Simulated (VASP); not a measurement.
# SiNi3 (P4/mmm) in VASP: a series of runs, part 2 of 2

VASP 6.6.1. The steps go on from the part before.

## 4. Single point, PBE (strain +0.000 along x and y, -0.050 along z)

INCAR

```
SYSTEM = SiNi3
PREC = Accurate
ENCUT = 520
EDIFF = 1E-6
ISMEAR = 0
SIGMA = 0.15
LREAL = .FALSE.
LASPH = .TRUE.
NELM = 80
ALGO = Fast
ISIF = 2
LWAVE = .FALSE.
LCHARG = .FALSE.
GGA = PE
NBANDS = 25
```

KPOINTS

```
regular mesh
0
G
  14 14 14
  0 0 0
```

POSCAR

```
SiNi3
1.0
    3.5062596409      0.0000000000      0.0000000000
    0.0000000000      3.5062596409      0.0000000000
    0.0000000000      0.0000000000      3.3309466589
Si Ni
1 3
Direct
    0.0000000000      0.0000000000      0.0000000000
    0.0000000000      0.5000000000      0.5000000000
    0.5000000000      0.0000000000      0.5000000000
    0.5000000000      0.5000000000      0.0000000000
```

Potentials or basis: VASP PAW PBE potentials, release 64 (Si, Ni).

The run is started by

```sh
$ cat potpaw_PBE.64/Si/POTCAR potpaw_PBE.64/Ni/POTCAR > POTCAR
$ mpirun -np 1 vasp_std > vasp.out
```

OUTCAR:

```text
SYSTEM = SiNi3
   PREC = Accurate
   ENCUT = 520
   EDIFF = 1E-6
   ISMEAR = 0
   LREAL = .FALSE.
   LASPH = .TRUE.
   NELM = 80
   ISIF = 2
   GGA = PE

 ion  position               nearest neighbor table
   1  0.000  0.000  0.000-   2 2.42   3 2.42   2 2.42   3 2.42   2 2.42   2 2.42   3 2.42   3 2.42
                             4 2.48   4 2.48   4 2.48   4 2.48
   2  0.000  0.500  0.500-   1 2.42   4 2.42   1 2.42   4 2.42   1 2.42   1 2.42   4 2.42   4 2.42
                             3 2.48   3 2.48   3 2.48   3 2.48
   3  0.500  0.000  0.500-   1 2.42   4 2.42   1 2.42   4 2.42   4 2.42   4 2.42   1 2.42   1 2.42
                             2 2.48   2 2.48   2 2.48   2 2.48
   4  0.500  0.500  0.000-   2 2.42   3 2.42   2 2.42   3 2.42   3 2.42   3 2.42   2 2.42   2 2.42
[... 879 lines left out ...]
  Total        2.5154400      2.5154400      4.5665180      0.0000000      0.0000000     -0.0000000
  in kB       98.4166829     98.4166829    178.6651842      0.0000000      0.0000000     -0.0000000
  external PRESSURE =     125.1661833 kB  Pullay stress =       0.0000000 kB

 VOLUME and BASIS-vectors are now :
 -----------------------------------------------------------------------------
  energy-cutoff  :      520.00
  volume of cell :       40.95
      direct lattice vectors                 reciprocal lattice vectors
     3.506259641  0.000000000  0.000000000     0.285204207  0.000000000  0.000000000
     0.000000000  3.506259641  0.000000000     0.000000000  0.285204207  0.000000000
     0.000000000  0.000000000  3.330946659     0.000000000  0.000000000  0.300214955

 POSITION                                       TOTAL-FORCE (eV/Angst)
 -----------------------------------------------------------------------------------
      0.00000      0.00000      0.00000         0.000000      0.000000      0.000000
      0.00000      1.75313      1.66547         0.000000      0.000000      0.000000
      1.75313      0.00000      1.66547         0.000000      0.000000      0.000000
      1.75313      1.75313      0.00000         0.000000      0.000000      0.000000
 -----------------------------------------------------------------------------------
    total drift:                                0.000000      0.000000      0.000000

  FREE ENERGIE OF THE ION-ELECTRON SYSTEM (eV)
  ---------------------------------------------------
  free  energy   TOTEN  =       -23.5763106793 eV

  energy  without entropy=      -23.5572099508  energy(sigma->0) =      -23.56676032
```

OSZICAR:

```text
N       E                     dE             d eps       ncg     rms          rms(c)
DAV:   1     0.199586551840E+03    0.19959E+03   -0.15394E+04 14648   0.184E+03
DAV:   2    -0.165309285077E+02   -0.21612E+03   -0.20369E+03 14411   0.330E+02
DAV:   3    -0.271675705462E+02   -0.10637E+02   -0.10247E+02 16362   0.962E+01
DAV:   4    -0.273519517940E+02   -0.18438E+00   -0.18398E+00 16588   0.114E+01
DAV:   5    -0.273575823931E+02   -0.56306E-02   -0.56299E-02 17850   0.187E+00    0.206E+01
RMM:   6    -0.267988244010E+02    0.55876E+00   -0.32895E+01 15890   0.656E+01    0.171E+01
RMM:   7    -0.236955813544E+02    0.31032E+01   -0.89498E+00 14832   0.358E+01    0.475E+00
RMM:   8    -0.235990617584E+02    0.96520E-01   -0.16096E-01 15922   0.365E+00    0.181E+00
RMM:   9    -0.235841865872E+02    0.14875E-01   -0.56107E-02 16433   0.237E+00    0.104E+00
RMM:  10    -0.235766450855E+02    0.75415E-02   -0.15557E-02 16890   0.115E+00    0.335E-01
RMM:  11    -0.235763424314E+02    0.30265E-03   -0.46270E-03 17902   0.501E-01    0.168E-01
RMM:  12    -0.235762776186E+02    0.64813E-04   -0.15002E-03 16873   0.385E-01    0.707E-02
RMM:  13    -0.235762993570E+02   -0.21738E-04   -0.63654E-04 19249   0.183E-01    0.289E-02
RMM:  14    -0.235763082483E+02   -0.88913E-05   -0.13360E-04 19704   0.736E-02    0.148E-02
RMM:  15    -0.235763102077E+02   -0.19594E-05   -0.18636E-05 18470   0.264E-02    0.465E-03
RMM:  16    -0.235763106793E+02   -0.47161E-06   -0.19400E-06 10498   0.103E-02
   1 F= -.23576311E+02 E0= -.23566760E+02  d E =-.191007E-01
```

Wall time 2.1 min (1 thread of Intel Xeon 6975P-C (Granite Rapids), shared host); peak memory 0.34 GiB.

What came out:

* Free energy: -23.5763 eV
* Pressure: 12.5 GPa
* Band gap on the k mesh: zero (bands 17 and 18 overlap by 0.38 eV)

Stress tensor (GPa, compression positive):
```
 9.84  0.00  0.00
 0.00  9.84  0.00
 0.00  0.00 17.87
```

Levels at points of the mesh, in eV from the Fermi level:
| k point | band 13 | band 14 | band 15 | band 16 | band 17 | band 18 | band 19 | band 20 | band 21 | band 22 |
| --- | --- | --- | --- | --- | --- | --- | --- | --- | --- | --- |
| (0.00, 0.00, 0.00) | -0.85 | -0.56 | -0.34 | -0.25 | -0.14 | 0.09 | 0.09 | 5.15 | 6.23 | 7.00 |
| (0.50, 0.00, 0.00) | -1.40 | -1.32 | -1.26 | -0.57 | 0.09 | 3.38 | 4.07 | 5.03 | 5.38 | 5.98 |
| (0.50, 0.50, 0.00) | -1.66 | -1.59 | -1.32 | -1.13 | -1.11 | 0.55 | 0.55 | 6.16 | 6.94 | 8.31 |
| (0.00, 0.00, 0.50) | -1.56 | -1.23 | -1.23 | -0.76 | -0.14 | 3.93 | 3.93 | 5.15 | 5.15 | 5.34 |
| (0.50, 0.00, 0.50) | -1.44 | -1.43 | -1.16 | -1.12 | -1.00 | 0.73 | 0.75 | 5.77 | 6.40 | 7.45 |
| (0.50, 0.50, 0.50) | -1.52 | -1.48 | -1.21 | -0.51 | -0.29 | -0.29 | -0.16 | 1.42 | 4.14 | 4.14 |

Caveat: the cell differs from its parent crystal (strain +0.000 along x and y, -0.050 along z); the cell stands under pressure. Spin polarisation is off, so any magnetic state and its effect on volume and gap are missing.

## 5. Single point, PBE (strain +0.000 along x and y, +0.050 along z)

INCAR

```
PREC = Accurate
ENCUT = 520
EDIFF = 1E-6
ISMEAR = 0
SIGMA = 0.15
LREAL = False
LASPH = True
NELM = 100
ALGO = Fast
ISIF = 2
LWAVE = False
LCHARG = True
GGA = PE
LELF = True
LVHAR = True
NBANDS = 25
```

KPOINTS

```
Automatic mesh
0
Gamma
  14 14 14
```

POSCAR, as its differences from that of step 4:

```diff
@@ -4,3 +4,3 @@
     0.0000000000      3.5062596409      0.0000000000
-    0.0000000000      0.0000000000      3.3309466589
+    0.0000000000      0.0000000000      3.6815726229
 Si Ni
```

Potentials or basis: VASP PAW PBE potentials, release 64 (Si, Ni).

The run is started by

```sh
$ cat potpaw_PBE.64/Si/POTCAR potpaw_PBE.64/Ni/POTCAR > POTCAR
$ mpirun -np 1 vasp_std > vasp.out
```

OUTCAR:

```text
PREC = Accurate
   ENCUT = 520
   EDIFF = 1E-6
   ISMEAR = 0
   LREAL = False
   LASPH = True
   NELM = 100
   ISIF = 2
   GGA = PE

 ion  position               nearest neighbor table
   1  0.000  0.000  0.000-   4 2.48   4 2.48   4 2.48   4 2.48   3 2.54   2 2.54   3 2.54   2 2.54
                             3 2.54   2 2.54   3 2.54   2 2.54
   2  0.000  0.500  0.500-   3 2.48   3 2.48   3 2.48   3 2.48   4 2.54   1 2.54   1 2.54   1 2.54
                             4 2.54   4 2.54   4 2.54   1 2.54
   3  0.500  0.000  0.500-   2 2.48   2 2.48   2 2.48   2 2.48   4 2.54   1 2.54   4 2.54   4 2.54
[... 880 lines left out ...]
  -------------------------------------------------------------------------------------
  Total       -1.9068699     -1.9068699     -3.9836388      0.0000000      0.0000000      0.0000000
  in kB      -67.5009870    -67.5009870   -141.0162029      0.0000000      0.0000000      0.0000000
  external PRESSURE =     -92.0060590 kB  Pullay stress =       0.0000000 kB

 VOLUME and BASIS-vectors are now :
 -----------------------------------------------------------------------------
  energy-cutoff  :      520.00
  volume of cell :       45.26
      direct lattice vectors                 reciprocal lattice vectors
     3.506259641  0.000000000  0.000000000     0.285204207  0.000000000  0.000000000
     0.000000000  3.506259641  0.000000000     0.000000000  0.285204207  0.000000000
     0.000000000  0.000000000  3.681572623     0.000000000  0.000000000  0.271623054

 POSITION                                       TOTAL-FORCE (eV/Angst)
 -----------------------------------------------------------------------------------
      0.00000      0.00000      0.00000         0.000000      0.000000      0.000000
      0.00000      1.75313      1.84079         0.000000      0.000000      0.000000
      1.75313      0.00000      1.84079         0.000000      0.000000      0.000000
      1.75313      1.75313      0.00000         0.000000      0.000000      0.000000
 -----------------------------------------------------------------------------------
    total drift:                                0.000000      0.000000      0.000000

  FREE ENERGIE OF THE ION-ELECTRON SYSTEM (eV)
  ---------------------------------------------------
  free  energy   TOTEN  =       -23.5950326924 eV

  energy  without entropy=      -23.5738875542  energy(sigma->0) =      -23.58446012
```

It took 2.2 min on 1 thread of Intel Xeon 6975P-C (Granite Rapids), shared host; peak memory 0.36 GiB.

What came out:

```yaml
Free_energy: -23.5950 eV
Pressure: -9.2 GPa
Band_gap_on_the_k_mesh: zero (bands 17 and 18 overlap by 0.35 eV)
```

Levels at points of the mesh, in eV from the Fermi level:
| k point | band 14 | band 15 | band 16 | band 17 | band 18 | band 19 | band 20 | band 21 |
| --- | --- | --- | --- | --- | --- | --- | --- | --- |
| (0.00, 0.00, 0.00) | -0.55 | -0.48 | -0.30 | -0.07 | -0.07 | 0.14 | 4.24 | 5.91 |
| (0.50, 0.00, 0.00) | -1.15 | -1.08 | -0.61 | -0.07 | 3.19 | 3.75 | 4.52 | 4.65 |
| (0.50, 0.50, 0.00) | -1.27 | -0.97 | -0.96 | -0.82 | 0.67 | 0.67 | 5.06 | 5.72 |
| (0.00, 0.00, 0.50) | -1.13 | -1.09 | -0.43 | 0.14 | 3.27 | 3.27 | 5.07 | 5.34 |
| (0.50, 0.00, 0.50) | -1.27 | -1.10 | -0.97 | -0.95 | 0.52 | 0.53 | 5.39 | 6.27 |
| (0.50, 0.50, 0.50) | -1.31 | -1.04 | -0.31 | -0.28 | -0.19 | -0.19 | 0.98 | 3.61 |

Caveat: the cell differs from its parent crystal (strain +0.000 along x and y, +0.050 along z); the cell stands under tension.

## 6. Overview

```tsv
cell	gap on the mesh (eV)	pressure (GPa)
a = 3.682, b = 3.682, c = 3.506 Å, 4 atoms	none	-16.2
a = 3.331, b = 3.331, c = 3.506 Å, 4 atoms	none	28.2
a = 3.506, b = 3.506, c = 3.331 Å, 4 atoms	none	12.5
a = 3.506, b = 3.506, c = 3.682 Å, 4 atoms	none	-9.2
```

Alike in all rows: task single point; level PBE; potentials or basis VASP PAW PBE potentials, release 64 (Si, Ni); no spin polarisation; k mesh 14 × 14 × 14; cutoff (eV) 520; smearing gaussian 0.15 eV.

Caveats: the cell stands under tension (at least some runs); the cell stands under pressure (at least some runs).

Total energies depend on the potentials used, so only differences within one code and one set of settings carry meaning.
